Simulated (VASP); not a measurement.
# Mg3CrN3 (P6_3/m) in VASP: single point with PBEsol

Aim: the single point of Mg3CrN3 with PBEsol.

All numbers are computed with VASP 6.6.1; they aren't measurements. Logs are shortened: lines on timing, memory, paths and dates and some standing lists are left out, and cuts for length are marked.

### Step 1. The cell of the first run

It takes space group P6_3/m (No. 176, hexagonal). Conventional cell: a = 7.227 Å, b = 7.227 Å, c = 4.245 Å, α = 90.00°, β = 90.00°, γ = 120.00°. Mg (site symmetry m) has 4 N at 2.04 to 2.24 Å within 2.7 Å. Cr (site symmetry -6) has 3 N at 1.99 Å within 2.6 Å. Within 2.6 Å of N (site symmetry m) lie 1 Cr at 1.99 Å and 4 Mg at 2.04 to 2.24 Å.

### Step 2. Single point, PBEsol, collinear spin, ferromagnetic start (strained)

File INCAR:

```
ALGO = Normal
EDIFF = 1E-6
ENCUT = 520
GGA = PS
ISIF = 2
ISMEAR = 0
ISPIN = 2
KPAR = 4
LASPH = T
LCHARG = F
LMAXMIX = 4
LORBIT = 11
LREAL = F
LWAVE = F
MAGMOM = 0 0 0 0 0 0 0.85 0.85 0 0 0 0 0 0
NBANDS = 50
NELM = 150
PREC = Accurate
SIGMA = 0.1
```

File KPOINTS:

```
k-points
0
Gamma
  6 6 8
```

File POSCAR:

```
Mg3CrN3
1.0
    7.2273168568      0.0000000000      0.0000000000
   -3.6136584284      6.2590399992      0.0000000000
    0.0000000000      0.0000000000      4.2449173690
Mg Cr N
6 2 6
Direct
    0.8434426049      0.6644647521      0.2500000000
    0.8210221471      0.1565573951      0.2500000000
    0.3355352479      0.1789778529      0.2500000000
    0.1565573951      0.3355352479      0.7500000000
    0.1789778529      0.8434426049      0.7500000000
    0.6644647521      0.8210221471      0.7500000000
    0.6666666667      0.3333333333      0.7500000000
    0.3333333333      0.6666666667      0.2500000000
    0.8209035087      0.6518167852      0.7500000000
    0.8309132765      0.1790964913      0.7500000000
    0.3481832148      0.1690867235      0.7500000000
    0.1790964913      0.3481832148      0.2500000000
    0.1690867235      0.8209035087      0.2500000000
    0.6518167852      0.8309132765      0.2500000000
```

Potentials or basis: VASP PAW PBE potentials, release 64 (Mg, Cr_pv, N).

Started as:

```sh
cat potpaw_PBE.64/Mg/POTCAR potpaw_PBE.64/Cr_pv/POTCAR potpaw_PBE.64/N/POTCAR > POTCAR
mpirun -np 4 vasp_std > vasp.out
```

OUTCAR:

```text
EDIFF = 1E-6
   ENCUT = 520
   GGA = PS
   ISIF = 2
   ISMEAR = 0
   ISPIN = 2
   LASPH = T
   LORBIT = 11
   LREAL = F
   NELM = 150
   PREC = Accurate

 ion  position               nearest neighbor table
   1  0.843  0.664  0.250-  13 2.04   9 2.13   9 2.13  14 2.24   7 2.97   7 2.97   6 2.99   6 2.99
                             5 2.99   5 2.99   3 3.59   2 3.59   2 3.64   3 3.64
   2  0.821  0.157  0.250-  14 2.04  10 2.13  10 2.13  12 2.24   7 2.97   7 2.97   4 2.99   4 2.99
                             6 2.99   6 2.99   3 3.59   1 3.59   3 3.64   1 3.64
   3  0.336  0.179  0.250-  12 2.04  11 2.13  11 2.13  13 2.24   7 2.97   7 2.97   4 2.99   4 2.99
                             5 2.99   5 2.99   2 3.59   1 3.59   2 3.64   1 3.64
   4  0.157  0.336  0.750-  10 2.04  12 2.13  12 2.13  11 2.24   8 2.97   8 2.97   3 2.99   3 2.99
                             2 2.99   2 2.99   6 3.59   5 3.59   5 3.64   6 3.64
   5  0.179  0.843  0.750-  11 2.04  13 2.13  13 2.13   9 2.24   8 2.97   8 2.97   1 2.99   1 2.99
                             3 2.99   3 2.99   6 3.59   4 3.59   6 3.64   4 3.64
   6  0.664  0.821  0.750-   9 2.04  14 2.13  14 2.13  10 2.24   8 2.97   8 2.97   1 2.99   1 2.99
                             2 2.99   2 2.99   5 3.59   4 3.59   5 3.64   4 3.64
   7  0.667  0.333  0.750-  10 1.99  11 1.99   9 1.99   2 2.97   2 2.97   1 2.97   1 2.97   3 2.97
                             3 2.97
   8  0.333  0.667  0.250-  13 1.99  14 1.99  12 1.99   5 2.97   5 2.97   4 2.97   4 2.97   6 2.97
                             6 2.97
   9  0.821  0.652  0.750-   7 1.99   6 2.04   1 2.13   1 2.13   5 2.24
  10  0.831  0.179  0.750-   7 1.99   4 2.04   2 2.13   2 2.13   6 2.24
  11  0.348  0.169  0.750-   7 1.99   5 2.04   3 2.13   3 2.13   4 2.24
  12  0.179  0.348  0.250-   8 1.99   3 2.04   4 2.13   4 2.13   2 2.24
  13  0.169  0.821  0.250-   8 1.99   1 2.04   5 2.13   5 2.13   3 2.24
  14  0.652  0.831  0.250-   8 1.99   2 2.04   6 2.13   6 2.13   1 2.24

  LATTYP: Found a hexagonal cell.
 ALAT       =     7.2273168568
 C/A-ratio  =     0.5873434710

  Lattice vectors:

 A1 = (   7.2273168568,   0.0000000000,   0.0000000000)
 A2 = (  -3.6136584284,   6.2590399992,   0.0000000000)
 A3 = (   0.0000000000,   0.0000000000,   4.2449173690)

Analysis of symmetry for initial positions (statically):
=====================================================================
 Subroutine PRICEL returns:
 Original cell was already a primitive cell.

 Routine SETGRP: Setting up the symmetry group for a
 hexagonal supercell.

 Subroutine GETGRP returns: Found 12 space group operations
 (whereof  6 operations were pure point group operations)
 out of a pool of 24 trial point group operations.

The static configuration has the point symmetry S_6 .
 The point group associated with its full space group is C_6h.

Analysis of symmetry for dynamics (positions and initial velocities):
=====================================================================
 Subroutine PRICEL returns:
 Original cell was already a primitive cell.

 Routine SETGRP: Setting up the symmetry group for a
 hexagonal supercell.

 Subroutine GETGRP returns: Found 12 space group operations
 (whereof  6 operations were pure point group operations)
 out of a pool of 24 trial point group operations.

The dynamic configuration has the point symmetry S_6 .
 The point group associated with its full space group is C_6h.

Analysis of structural, dynamic, and magnetic symmetry:
=====================================================================
 Subroutine PRICEL returns:
 Original cell was already a primitive cell.

 Routine SETGRP: Setting up the symmetry group for a
 hexagonal supercell.

 Subroutine GETGRP returns: Found 12 space group operations
 (whereof  6 operations were pure point group operations)
 out of a pool of 24 trial point group operations.

The overall configuration has the point symmetry S_6 .
 The point group associated with its full space group is C_6h.

 Subroutine INISYM returns: Found 12 space group operations
 (whereof  6 operations are pure point group operations),
 and found     1 'primitive' translations

----------------------------------------------------------------------------------------

                                     Primitive cell

  volume of cell :     192.0234

  direct lattice vectors                    reciprocal lattice vectors
     7.227316857  0.000000000  0.000000000     0.138363935  0.079884455  0.000000000
    -3.613658428  6.259039999  0.000000000     0.000000000  0.159768910  0.000000000
     0.000000000  0.000000000  4.244917369     0.000000000  0.000000000  0.235575846

  length of vectors
     7.227316857  7.227316857  4.244917369     0.159768910  0.159768910  0.235575846

  position of ions in fractional coordinates (direct lattice)
     0.843442605  0.664464752  0.250000000
     0.821022147  0.156557395  0.250000000
     0.335535248  0.178977853  0.250000000
     0.156557395  0.335535248  0.750000000
     0.178977853  0.843442605  0.750000000
     0.664464752  0.821022147  0.750000000
     0.666666667  0.333333333  0.750000000
     0.333333333  0.666666667  0.250000000
     0.820903509  0.651816785  0.750000000
[... 84 lines left out ...]
 SYSTEM =  unknown system
   PREC   = accura    normal or accurate (medium, high low for compatibility)
   ISTART =      0    job   : 0-new  1-cont  2-samecut
   ICHARG =      2    charge: 1-file 2-atom 10-const
   ISPIN  =      2    spin polarized calculation?
   LNONCOLLINEAR =      F non collinear calculations
   LSORBIT =      F    spin-orbit coupling
   LASPH  =      T    aspherical Exc in radial PAW
   ENCUT  =  520.0 eV  38.22 Ry    6.18 a.u.  13.44 13.44  7.89*2*pi/ulx,y,z
   NELM   =    150;   NELMIN=  2; NELMDL= -5     # of ELM steps
   EDIFF  = 0.1E-05   stopping-criterion for ELM
   LREAL  =      F    real-space projection
   EDIFFG = 0.1E-04   stopping-criterion for IOM
   NSW    =      0    number of steps for IOM
   IBRION =     -1    ionic relax: 0-MD 1-quasi-New 2-CG
   NFREE  =      0    steps in history (QN), initial steepest desc. (CG)
   ISIF   =      2    stress and relaxation
   ISYM   =      2    0-nonsym 1-usesym 2-fastsym
   POTIM  = 0.5000    time-step for ionic-motion
   TEBEG  =    0.0;   TEEND  =   0.0 temperature during run
   PSTRESS=    0.0 pullay stress
   NELECT =      66.0000    total number of electrons
   NUPDOWN=      -1.0000    fix difference up-down
   EMIN   =  10.00;   EMAX   =-10.00  energy-range for DOS
   EFERMI =   0.00;   METHOD = LEGACY
   ISMEAR =     0;   SIGMA  =   0.10  broadening in eV -4-tet -1-fermi 0-gaus
   EFERMI_NEDOS =   21; number of points for ismear=-14 and -15
   IALGO  =     38    algorithm
   IMIX   =      4    mixing-type and parameters
     AMIX     =   0.40;   BMIX     =  1.00
     AMIX_MAG =   1.60;   BMIX_MAG =  1.00
  volume/ion in A,a.u.               =      13.72        92.56
  Fermi-wavevector in a.u.,A,eV,Ry     =   1.146757  2.167057 17.892368  1.315052
  Thomas-Fermi vector in A             =   2.283440
   LORBIT       =     11    0 simple, 1 ext, 2 COOP (PROOUT), +10 PAW based schemes
   GGA     = PS    functional components
   LHFCALC =     F    Hartree Fock is set to
   AEXX    =    0.0000 exact exchange contribution
   IVDW    =     0    specifies the selected vdW correction
   LEPSILON=     F    determine dielectric tensor
   LRPA    =     F    only Hartree local field effects (RPA)
 spin polarized calculation
 Gauss-broadening in eV      SIGMA  =   0.10
  energy-cutoff  :      520.00
  volume of cell :      192.02
 maximum number of plane-waves:      5217
 NGX is ok and might be reduce to    54
   NGX = 27   NGY = 27   NGZ = 15

 number of electron      66.0000010 magnetization       3.1191728

 Free energy of the ion-electron system (eV)
  ---------------------------------------------------
  ext. energy  EPLUGINS =         0.00000000
  ---------------------------------------------------
  free energy    TOTEN  =       -89.09088562 eV

  energy without entropy =      -89.04946368  energy(sigma->0) =      -89.07017465

 E-fermi :   3.6316     XC(G=0): -10.0138

 val. band max:        3.6226914050   @ k =   0.3333   0.0000   0.3750
 cond. band min:       3.6332080244   @ k =  -0.3333   0.5000  -0.1250
 fundamental gap:      0.0105166194
 Fermi energy:         3.6316450486

 spin component 1

 k-point     1 :       0.0000    0.0000    0.0000
  band No.  band energies     occupation
      1     -40.5615      1.00000
      2     -40.5615      1.00000
      3     -40.5612      1.00000
      4     -40.5612      1.00000
      5     -40.2591      1.00000
      6     -40.2590      1.00000
[... 1141 lines left out ...]
     44       7.7848      0.00000
     45       7.7848      0.00000

 [... further k-points ...]

 spin component 2

 k-point     1 :       0.0000    0.0000    0.0000
  band No.  band energies     occupation
      1     -38.9523      1.00000
      2     -38.9523      1.00000
      3     -38.9520      1.00000
      4     -38.9520      1.00000
      5     -38.0368      1.00000
      6     -38.0366      1.00000
[... 1141 lines left out ...]
     44       7.9282      0.00000
     45       7.9282      0.00000

 [... further k-points ...]

 [bands above 45 left out]

------------------------ aborting loop because EDIFF is reached ----------------------------------------

  FORCE on cell =-STRESS in cart. coord.  units (eV):
  Direction    XX          YY          ZZ          XY          YZ          ZX
  --------------------------------------------------------------------------------------
  -------------------------------------------------------------------------------------
  Total      -19.5248845    -19.5248845      0.5228121     -0.0000000     -0.0000000      0.0000000
  in kB     -162.9089685   -162.9089685      4.3621652     -0.0000001     -0.0000000      0.0000000
  external PRESSURE =    -107.1519239 kB  Pullay stress =       0.0000000 kB

 VOLUME and BASIS-vectors are now :
 -----------------------------------------------------------------------------
  energy-cutoff  :      520.00
  volume of cell :      192.02
      direct lattice vectors                 reciprocal lattice vectors
     7.227316857  0.000000000  0.000000000     0.138363935  0.079884455  0.000000000
    -3.613658428  6.259039999  0.000000000     0.000000000  0.159768910  0.000000000
     0.000000000  0.000000000  4.244917369     0.000000000  0.000000000  0.235575846

 POSITION                                       TOTAL-FORCE (eV/Angst)
 -----------------------------------------------------------------------------------
      3.69468      4.15891      1.06123        -0.627038      0.114323     -0.000000
      5.36804      0.97990      1.06123         0.412525      0.485869      0.000000
      1.77825      1.12023      1.06123         0.214512     -0.600192      0.000000
     -0.08102      2.10013      3.18369         0.627038     -0.114323      0.000000
     -1.75438      5.27914      3.18369        -0.412525     -0.485869     -0.000000
      1.83540      5.13881      3.18369        -0.214512      0.600192      0.000000
      3.61366      2.08635      3.18369         0.000000     -0.000000     -0.000000
     -0.00000      4.17269      1.06123        -0.000000      0.000000      0.000000
      3.57749      4.07975      3.18369         0.670264     -3.426314      0.000000
      5.35808      1.12097      3.18369        -3.302407      1.132691     -0.000000
      1.90541      1.05832      3.18369         2.632142      2.293623      0.000000
      0.03617      2.17929      1.06123        -0.670264      3.426314     -0.000000
     -1.74442      5.13807      1.06123         3.302407     -1.132691      0.000000
      1.70825      5.20072      1.06123        -2.632142     -2.293623     -0.000000
 -----------------------------------------------------------------------------------
    total drift:                                0.000000     -0.000000      0.000000

  FREE ENERGIE OF THE ION-ELECTRON SYSTEM (eV)
  ---------------------------------------------------
  free  energy   TOTEN  =       -89.0908856202 eV

  energy  without entropy=      -89.0494636798  energy(sigma->0) =      -89.07017465

 total charge

# of ion       s       p       d       tot
------------------------------------------
    1        0.169   0.172   0.059   0.400
    2        0.169   0.172   0.059   0.400
    3        0.169   0.172   0.059   0.400
    4        0.169   0.172   0.059   0.400
    5        0.169   0.172   0.059   0.400
    6        0.169   0.172   0.059   0.400
    7        0.369   6.279   4.059  10.707
    8        0.369   6.279   4.059  10.707
    9        1.247   2.403   0.000   3.651
   10        1.247   2.403   0.000   3.651
   11        1.247   2.403   0.000   3.651
   12        1.247   2.403   0.000   3.651
   13        1.247   2.403   0.000   3.651
   14        1.247   2.403   0.000   3.651
--------------------------------------------------
tot          9.234  28.013   8.474  45.722

 magnetization (x)

# of ion       s       p       d       tot
------------------------------------------
    1       -0.001  -0.002   0.000  -0.003
    2       -0.001  -0.002   0.000  -0.003
    3       -0.001  -0.002   0.000  -0.003
    4       -0.001  -0.002   0.000  -0.003
    5       -0.001  -0.002   0.000  -0.003
    6       -0.001  -0.002   0.000  -0.003
    7        0.026   0.010   1.740   1.777
    8        0.026   0.010   1.740   1.777
    9       -0.003  -0.076   0.000  -0.080
   10       -0.003  -0.076   0.000  -0.080
   11       -0.003  -0.076   0.000  -0.080
   12       -0.003  -0.076   0.000  -0.080
   13       -0.003  -0.076   0.000  -0.080
   14       -0.003  -0.076   0.000  -0.080
--------------------------------------------------
tot          0.024  -0.449   3.483   3.057
```

Run time: 5.9 min. Hardware: 4 MPI ranks of Intel Xeon Platinum 8259CL at 2.50GHz (Skylake/Cascade Lake), shared host; peak memory 0.72 GiB.

Results:

```yaml
Free_energy: -89.0909 eV
Pressure: -10.7 GPa
Largest_force: 3.491 eV/Å
Net_moment: 3.12 μB per cell
Site_moments: Mg -0.00; Cr +1.78; N -0.08 μB
Valence_electrons_inside_the_program's_atomic_spheres: Mg 0.40; Cr 10.71; N 3.65
```

Forces in eV/Å, atoms in the order of the input:
```
Mg  -0.627  0.114  0.000
Mg   0.413  0.486  0.000
Mg   0.215 -0.600  0.000
Mg   0.627 -0.114  0.000
Mg  -0.413 -0.486  0.000
Mg  -0.215  0.600  0.000
Cr   0.000  0.000  0.000
Cr   0.000  0.000  0.000
N    0.670 -3.426  0.000
N   -3.302  1.133  0.000
N    2.632  2.294  0.000
N   -0.670  3.426  0.000
N    3.302 -1.133  0.000
N   -2.632 -2.294  0.000
```

Levels at points of the mesh, in eV from the Fermi level:
Spin up:
```
           k point  band 31  band 32  band 33  band 34  band 35  band 36  band 37  band 38
(0.00, 0.00, 0.00)    -1.45    -0.52    -0.47    -0.47     0.13     0.13     1.05     1.05
(0.50, 0.00, 0.00)    -1.49    -1.21    -0.61    -0.44     0.05     0.38     0.40     0.80
(0.00, 0.00, 0.50)    -0.65    -0.65    -0.24    -0.24    -0.24    -0.24     1.10     1.10
(0.50, 0.00, 0.50)    -0.63    -0.63    -0.16    -0.16     0.00     0.00     0.62     0.62
```
Spin down:
```
           k point  band 29  band 30  band 31  band 32  band 33  band 34  band 35  band 36
(0.00, 0.00, 0.00)    -1.88    -1.48    -1.38    -0.69     1.30     1.30     1.64     1.64
(0.50, 0.00, 0.00)    -1.62    -1.29    -1.25    -1.10     1.13     1.27     1.27     1.59
(0.00, 0.00, 0.50)    -1.67    -1.67     0.71     0.71     1.12     1.12     1.13     1.13
(0.50, 0.00, 0.50)    -1.40    -1.40     0.72     0.72     0.93     0.93     1.26     1.26
```

Caveat: the cell differs from its parent crystal (strained); the stress differs along the axes, from -16 to 0 GPa; the PAW data sets were made with another functional, which shifts forces and pressure a little; the run started ferromagnetic, and an antiferromagnetic order may lie lower in energy.
